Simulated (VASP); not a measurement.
# BN (P6_3mc) in VASP: a series of runs

BN is run at these levels: PBE; tasks: single point.

All numbers are computed with VASP 6.6.1; they aren't measurements. Logs are shortened: lines on timing, memory, paths and dates and some standing lists are left out, and cuts for length are marked.

### 1 The cell of the first run

Symmetry: P6_3mc, No. 186, hexagonal system. The conventional cell has a = 2.555 Å, b = 2.555 Å, c = 4.288 Å, α = 90.00°, β = 90.00°, γ = 120.00°. B (site symmetry 3m) has 4 N at 1.57 to 1.61 Å within 2.1 Å. N (site symmetry 3m) has 4 B at 1.57 to 1.61 Å within 2.1 Å.

### 2 Single point, PBE (strain +0.000 along x and y, +0.015 along z)

Contents of INCAR:

```
ALGO = Normal ; EDIFF = 1E-7
ENCUT = 520 ; GGA = PE
ISIF = 2 ; ISMEAR = 0
LASPH = True ; LCHARG = False
LREAL = False ; LWAVE = False
NBANDS = 16 ; NELM = 100
PREC = Accurate ; SIGMA = 0.05
```

Contents of KPOINTS:

```
k-points
0
Gamma
  12 12 6
```

Contents of POSCAR:

```
BN
1.0
    2.5545800960      0.0000000000      0.0000000000
   -1.2772900480      2.2123312591      0.0000000000
    0.0000000000      0.0000000000      4.2878822532
B N
2 2
Direct
    0.6666666667      0.3333333333      0.9998058547
    0.3333333333      0.6666666667      0.4998058547
    0.6666666667      0.3333333333      0.6251941453
    0.3333333333      0.6666666667      0.1251941453
```

Potentials or basis: VASP PAW PBE potentials, release 64 (B, N).

Command:

```bash
> cat potpaw_PBE.64/B/POTCAR potpaw_PBE.64/N/POTCAR > POTCAR
> mpirun -np 1 vasp_std > vasp.out
```

OUTCAR:

```text
EDIFF = 1E-7
   ENCUT = 520
   GGA = PE
   ISIF = 2
   ISMEAR = 0
   LASPH = True
   LREAL = False
   NELM = 100
   PREC = Accurate

 ion  position               nearest neighbor table
   1  0.667  0.333  1.000-   4 1.57   4 1.57   4 1.57   3 1.61
   2  0.333  0.667  0.500-   3 1.57   3 1.57   3 1.57   4 1.61
   3  0.667  0.333  0.625-   2 1.57   2 1.57   2 1.57   1 1.61
   4  0.333  0.667  0.125-   1 1.57   1 1.57   1 1.57   2 1.61

  LATTYP: Found a hexagonal cell.
 ALAT       =     2.5545800960
 C/A-ratio  =     1.6785076576

  Lattice vectors:

 A1 = (   2.5545800960,   0.0000000000,   0.0000000000)
 A2 = (  -1.2772900480,   2.2123312591,   0.0000000000)
 A3 = (   0.0000000000,   0.0000000000,   4.2878822532)

Analysis of symmetry for initial positions (statically):
=====================================================================
 Subroutine PRICEL returns:
 Original cell was already a primitive cell.

 Routine SETGRP: Setting up the symmetry group for a
 hexagonal supercell.

 Subroutine GETGRP returns: Found 12 space group operations
 (whereof  6 operations were pure point group operations)
 out of a pool of 24 trial point group operations.

The static configuration has the point symmetry C_3v.
 The point group associated with its full space group is C_6v.

Analysis of symmetry for dynamics (positions and initial velocities):
=====================================================================
 Subroutine PRICEL returns:
 Original cell was already a primitive cell.

 Routine SETGRP: Setting up the symmetry group for a
 hexagonal supercell.

 Subroutine GETGRP returns: Found 12 space group operations
 (whereof  6 operations were pure point group operations)
 out of a pool of 24 trial point group operations.

The dynamic configuration has the point symmetry C_3v.
 The point group associated with its full space group is C_6v.

 Subroutine INISYM returns: Found 12 space group operations
 (whereof  6 operations are pure point group operations),
 and found     1 'primitive' translations

----------------------------------------------------------------------------------------

                                     Primitive cell

  volume of cell :      24.2333

[... 85 lines left out ...]
   ICHARG =      2    charge: 1-file 2-atom 10-const
   ISPIN  =      1    spin polarized calculation?
   LNONCOLLINEAR =      F non collinear calculations
   LSORBIT =      F    spin-orbit coupling
   LASPH  =      T    aspherical Exc in radial PAW
   ENCUT  =  520.0 eV  38.22 Ry    6.18 a.u.   4.75  4.75  7.97*2*pi/ulx,y,z
   NELM   =    100;   NELMIN=  2; NELMDL= -5     # of ELM steps
   EDIFF  = 0.1E-06   stopping-criterion for ELM
   LREAL  =      F    real-space projection
   EDIFFG = 0.1E-05   stopping-criterion for IOM
   NSW    =      0    number of steps for IOM
   IBRION =     -1    ionic relax: 0-MD 1-quasi-New 2-CG
   NFREE  =      0    steps in history (QN), initial steepest desc. (CG)
   ISIF   =      2    stress and relaxation
   ISYM   =      2    0-nonsym 1-usesym 2-fastsym
   POTIM  = 0.5000    time-step for ionic-motion
   TEBEG  =    0.0;   TEEND  =   0.0 temperature during run
   PSTRESS=    0.0 pullay stress
   NELECT =      16.0000    total number of electrons
   NUPDOWN=      -1.0000    fix difference up-down
   EMIN   =  10.00;   EMAX   =-10.00  energy-range for DOS
   EFERMI =   0.00;   METHOD = LEGACY
   ISMEAR =     0;   SIGMA  =   0.05  broadening in eV -4-tet -1-fermi 0-gaus
   EFERMI_NEDOS =   21; number of points for ismear=-14 and -15
   IALGO  =     38    algorithm
   IMIX   =      4    mixing-type and parameters
     AMIX     =   0.40;   BMIX     =  1.00
     AMIX_MAG =   1.60;   BMIX_MAG =  1.00
  volume/ion in A,a.u.               =       6.06        40.88
  Fermi-wavevector in a.u.,A,eV,Ry     =   1.425533  2.693867 27.649007  2.032145
  Thomas-Fermi vector in A             =   2.545907
   LORBIT       =      0    0 simple, 1 ext, 2 COOP (PROOUT), +10 PAW based schemes
   GGA     = PE    functional components
   LHFCALC =     F    Hartree Fock is set to
   AEXX    =    0.0000 exact exchange contribution
   IVDW    =     0    specifies the selected vdW correction
   LEPSILON=     F    determine dielectric tensor
   LRPA    =     F    only Hartree local field effects (RPA)
 non-spin polarized calculation
 Gauss-broadening in eV      SIGMA  =   0.05
  energy-cutoff  :      520.00
  volume of cell :       24.23
 maximum number of plane-waves:       664
 NGX is ok and might be reduce to    20
   NGX =  9   NGY =  9   NGZ = 15

 number of electron      16.0000001 magnetization

 Free energy of the ion-electron system (eV)
  ---------------------------------------------------
  ext. energy  EPLUGINS =         0.00000000
  ---------------------------------------------------
  free energy    TOTEN  =       -34.81742825 eV

  energy without entropy =      -34.81742825  energy(sigma->0) =      -34.81742825

 E-fermi :   7.5600     XC(G=0): -12.6894

 val. band max:        7.2571248903   @ k =   0.0000   0.0000   0.0000
 cond. band min:      12.4383148742   @ k =   0.3333   0.3333   0.0000
 fundamental gap:      5.1811899839
 Fermi energy:         7.5600396239

 k-point     1 :       0.0000    0.0000    0.0000
  band No.  band energies     occupation
      1     -12.8717      2.00000
      2      -8.9623      2.00000
      3      -3.4624      2.00000
      4       5.2918      2.00000
      5       5.2918      2.00000
      6       6.9471      2.00000
[... 433 lines left out ...]
      3      -1.3496      2.00000
      4       0.0050      2.00000
      5       1.3316      2.00000
      6       3.1475      2.00000
[... 8 lines left out ...]
     15      22.9772      0.00000
     16      23.1448      0.00000

 [... further k-points ...]
[... 5 lines left out ...]
  --------------------------------------------------------------------------------------
  -------------------------------------------------------------------------------------
  Total       -0.0921436     -0.0921436     -2.1494578      0.0000000      0.0000000      0.0000000
  in kB       -6.0920496     -6.0920496   -142.1107649      0.0000000      0.0000000      0.0000000
  external PRESSURE =     -51.4316214 kB  Pullay stress =       0.0000000 kB

 VOLUME and BASIS-vectors are now :
 -----------------------------------------------------------------------------
  energy-cutoff  :      520.00
  volume of cell :       24.23
      direct lattice vectors                 reciprocal lattice vectors
     2.554580096  0.000000000  0.000000000     0.391453766  0.226005937  0.000000000
    -1.277290048  2.212331259  0.000000000     0.000000000  0.452011875  0.000000000
     0.000000000  0.000000000  4.287882253     0.000000000  0.000000000  0.233215359

 POSITION                                       TOTAL-FORCE (eV/Angst)
 -----------------------------------------------------------------------------------
      1.27729      0.73744      4.28705         0.000000     -0.000000      0.021485
     -0.00000      1.47489      2.14311        -0.000000      0.000000      0.021485
      1.27729      0.73744      2.68076        -0.000000     -0.000000     -0.021485
     -0.00000      1.47489      0.53682         0.000000      0.000000     -0.021485
 -----------------------------------------------------------------------------------
    total drift:                                0.000000      0.000000      0.000047

  FREE ENERGIE OF THE ION-ELECTRON SYSTEM (eV)
  ---------------------------------------------------
  free  energy   TOTEN  =       -34.8174282523 eV

  energy  without entropy=      -34.8174282523  energy(sigma->0) =      -34.81742825
```

OSZICAR:

```text
N       E                     dE             d eps       ncg     rms          rms(c)
DAV:   1     0.359414337903E+02    0.35941E+02   -0.83114E+03  2456   0.970E+02
DAV:   2    -0.344685697512E+02   -0.70410E+02   -0.66021E+02  3528   0.226E+02
DAV:   3    -0.366818319891E+02   -0.22133E+01   -0.22093E+01  2768   0.365E+01
DAV:   4    -0.366870881763E+02   -0.52562E-02   -0.52560E-02  2928   0.205E+00
DAV:   5    -0.366871028734E+02   -0.14697E-04   -0.14697E-04  2648   0.100E-01    0.930E+00
DAV:   6    -0.349663321870E+02    0.17208E+01   -0.22095E+00  3016   0.135E+01    0.439E+00
DAV:   7    -0.348445700960E+02    0.12176E+00   -0.30232E-01  3040   0.443E+00    0.271E+00
DAV:   8    -0.348183963014E+02    0.26174E-01   -0.53032E-02  2880   0.185E+00    0.256E-01
DAV:   9    -0.348171442398E+02    0.12521E-02   -0.19415E-03  2776   0.523E-01    0.131E-01
DAV:  10    -0.348174190616E+02   -0.27482E-03   -0.51274E-04  2888   0.176E-01    0.257E-02
DAV:  11    -0.348174260797E+02   -0.70181E-05   -0.29948E-05  3024   0.532E-02    0.141E-02
DAV:  12    -0.348174281144E+02   -0.20346E-05   -0.54593E-06  2896   0.229E-02    0.195E-03
DAV:  13    -0.348174282220E+02   -0.10764E-06   -0.16345E-07  2328   0.458E-03    0.108E-03
DAV:  14    -0.348174282523E+02   -0.30252E-07   -0.15994E-08  1216   0.138E-03
   1 F= -.34817428E+02 E0= -.34817428E+02  d E =-.749900E-20
```

Wall time 14 s (1 thread of Intel Xeon 6975P-C, shared host); peak memory 0.15 GiB.

Results:

- Free energy: -34.8174 eV
- Pressure: -5.1 GPa
- Largest force: 0.021 eV/Å
- Band gap on the k mesh: 5.18 eV, indirect (least direct gap 7.98 eV)

Forces on the atoms (eV/Å):
```
B    0.000  0.000  0.021
B    0.000  0.000  0.021
N    0.000  0.000 -0.021
N    0.000  0.000 -0.021
```

Levels at points of the mesh, in eV from the valence-band top:
```
           k point  band 6  band 7  band 8  band 9  band 10  band 11
(0.00, 0.00, 0.00)   -0.31    0.00    0.00    7.98     8.40     8.40
(0.50, 0.00, 0.00)   -4.78   -4.26   -2.12    6.76     7.79    10.57
(0.00, 0.00, 0.50)   -1.08   -1.08   -1.08    9.46     9.46     9.88
(0.50, 0.00, 0.50)   -3.65   -3.56   -3.56    6.45     6.45     9.80
```

Caveat: the cell differs from its parent crystal (strain +0.000 along x and y, +0.015 along z).

### 3 Single point, PBE (strain +0.015 along x and y, -0.030 along z)

Contents of INCAR:

```
SYSTEM = BN
PREC = Accurate
ENCUT = 520
EDIFF = 1E-6
ISMEAR = 0
SIGMA = 0.05
LREAL = .False.
LASPH = .True.
NELM = 80
ALGO = Normal
ISIF = 2
LWAVE = .False.
LCHARG = .False.
GGA = PE
NBANDS = 16
```

Contents of KPOINTS:

```
Automatic mesh
0
Gamma
  12 12 6
  0 0 0
```

Contents of POSCAR:

```
BN
1.0
    2.5928987974      0.0000000000      0.0000000000
   -1.2964493987      2.2455162280      0.0000000000
    0.0000000000      0.0000000000      4.0977790991
B N
2 2
Direct
    0.6666666667      0.3333333333      0.9998058547
    0.3333333333      0.6666666667      0.4998058547
    0.6666666667      0.3333333333      0.6251941453
    0.3333333333      0.6666666667      0.1251941453
```

Potentials or basis: VASP PAW PBE potentials, release 64 (B, N).

Command:

```bash
> cat potpaw_PBE.64/B/POTCAR potpaw_PBE.64/N/POTCAR > POTCAR
> mpirun -np 1 vasp_std > vasp.out
```

Wall time 15 s (1 thread of Intel Xeon 6975P-C, shared host); peak memory 0.14 GiB.

Results (log left out):

| Property | Result |
| --- | --- |
| Free energy | -34.7336 eV |
| Pressure | 1.7 GPa |
| Largest force | 0.135 eV/Å |
| Band gap on the k mesh | 5.36 eV, indirect (least direct gap 7.88 eV) |

Forces on the atoms (eV/Å):
```
B    0.000  0.000  0.135
B    0.000  0.000  0.135
N    0.000  0.000 -0.135
N    0.000  0.000 -0.135
```

Stress tensor (GPa, compression positive):
```
-13.13   0.00   0.00
  0.00 -13.13   0.00
  0.00   0.00  31.31
```

Levels at points of the mesh, in eV from the valence-band top:
```tsv
k point	band 5	band 6	band 7	band 8	band 9	band 10	band 11	band 12
(0.00, 0.00, 0.00)	-2.45	-0.18	0.00	0.00	7.92	7.92	8.52	9.76
(0.50, 0.00, 0.00)	-6.91	-5.20	-4.46	-1.90	6.22	8.23	10.25	11.23
(0.00, 0.00, 0.50)	-1.37	-1.37	-1.37	-1.37	8.77	8.77	9.59	9.59
(0.50, 0.00, 0.50)	-3.83	-3.83	-3.31	-3.31	6.62	6.62	10.31	10.31
```

Caveat: the cell differs from its parent crystal (strain +0.015 along x and y, -0.030 along z). A k mesh can miss the band edges.

[end of part 1 of 3]
